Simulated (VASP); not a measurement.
Here is a VASP 6.6.1 calculation.

File POSCAR:

```
BN
1.0
    0.0000000000      1.7458259350      1.7458259350
    1.7458259350      0.0000000000      1.7458259350
    1.7458259350      1.7458259350      0.0000000000
B N
1 1
Direct
    0.0000000000      0.0000000000      0.0000000000
    0.5000000000      0.5000000000      0.5000000000
```

File INCAR.step1:

```
  ALGO = Normal
  EDIFF = 1E-5
  ENCUT = 520
  GGA = PE
  ISIF = 2
  ISMEAR = 0
  LASPH = T
  LCHARG = F
  LREAL = F
  LWAVE = T
  NBANDS = 11
  NELM = 60
  PREC = Accurate
  SIGMA = 0.01
```

INCAR.step2

```
  AEXX = 0.75
  ALGO = Normal
  EDIFF = 1E-6
  ENCUT = 520
  GGA = PE
  HFSCREEN = 0.2078
  ISIF = 2
  ISMEAR = 0
  ISTART = 1
  LASPH = T
  LCHARG = F
  LHFCALC = T
  LREAL = F
  LWAVE = F
  NBANDS = 11
  NELM = 60
  PREC = Accurate
  PRECFOCK = Normal
  SIGMA = 0.01
```

File KPOINTS:

```
k-points
0
Gamma
  6 6 6
```

Potentials or basis: VASP PAW PBE potentials, release 64 (B, N).

Command:

```sh
$ cat potpaw_PBE.64/B/POTCAR potpaw_PBE.64/N/POTCAR > POTCAR
$ cp INCAR.step1 INCAR
$ mpirun -np 1 vasp_std > vasp.out
$ cp INCAR.step2 INCAR
$ mpirun -np 1 vasp_std > vasp.out
```

(1) Estimate the pressure.

(2) What does it give for the band gap on the k mesh?

Results:

(1) -29.9 GPa.

(2) 4.43 eV, indirect (least direct gap 10.29 eV).

Caveat: the k points lie up to 0.52 Å⁻¹ apart; the PAW data sets were made with another functional, which shifts forces and pressure a little.
